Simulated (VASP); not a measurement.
Here is a VASP 6.6.1 calculation.

Contents of INCAR:

```
SYSTEM = Ti
ALGO = Normal
EDIFF = 1E-6
ENCUT = 520
GGA = RE
ISIF = 2
ISMEAR = 1
IVDW = 13
LASPH = .True.
LCHARG = .False.
LREAL = .False.
LWAVE = .False.
NBANDS = 25
NELM = 60
PREC = Accurate
SIGMA = 0.1
```

Contents of KPOINTS:

```
k-points
0
Gamma
  7 7 9
  0 0 0
```

Contents of POSCAR:

```
Ti
1.0
    4.7851909000      0.0000000000      0.0000000000
   -2.3925954500      4.1440968814      0.0000000000
    0.0000000000      0.0000000000      2.9610266000
Ti
3
Direct
    0.6666666667      0.3333333333      0.5000000000
    0.3333333333      0.6666666667      0.5000000000
    0.0000000000      0.0000000000      0.0000000000
```

Potentials or basis: VASP PAW PBE potentials, release 64 (Ti_sv).

Command:

```sh
$ cat potpaw_PBE.64/Ti_sv/POTCAR > POTCAR
$ mpirun -np 1 vasp_std > vasp.out
```

(1) Predict the dispersion energy per atom.

(2) Estimate the band gap on the k mesh.

(3) Estimate the pressure.

## Answers

(1) -0.272 eV.

(2) zero (band 18 reaches 7.28 eV, above the bottom of band 19 at 7.06 eV).

(3) -12.1 GPa.

Caveat: the PAW data sets were made with another functional, which shifts forces and pressure a little; pairwise dispersion overbinds metals, which lowers pressure and volume.
